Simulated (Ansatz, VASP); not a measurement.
# BP: VASP beside Ansatz

```
B P
1.0
     0.00000    2.23496    2.26900
     2.23496    0.00000    2.26900
     2.23496    2.23496    0.00000
B P
1 1
Direct
  0.00000 0.00000 0.00000
  0.75000 0.75000 0.75000
```

Change from the starting cell: strain -0.0150 x Voigt [1, 1, 0, 0, 0, 0], atoms carried along.

Alike in both runs: task single point; functional r2SCAN; k mesh 10 × 10 × 10; occupations gaussian, width 0.05 eV; no spin polarisation.

```csv
,VASP,Ansatz
version,VASP 6.6.1,Ansatz 0.2.0
potentials or method,"VASP PAW PBE potentials, release 64 (B, P), cutoff 520 eV","scalar-relativistic, plane waves, PAW"
valence electrons in the cell,8,8
```

|  | VASP | Ansatz | Ansatz less VASP |
| --- | --- | --- | --- |
| gap on the k mesh at the Fermi level (eV) | 1.28 | 1.25 | -0.030 |
| least direct gap on the mesh (eV) | 3.60 | 3.56 | -0.040 |
| pressure (GPa) | 4.7 | 5.2 | +0.54 |
| traceless stress, the component that is largest in VASP (GPa) | -3.05 | -3.04 | +0.014 |

VASP's potentials were made for PBE, not for r2SCAN.
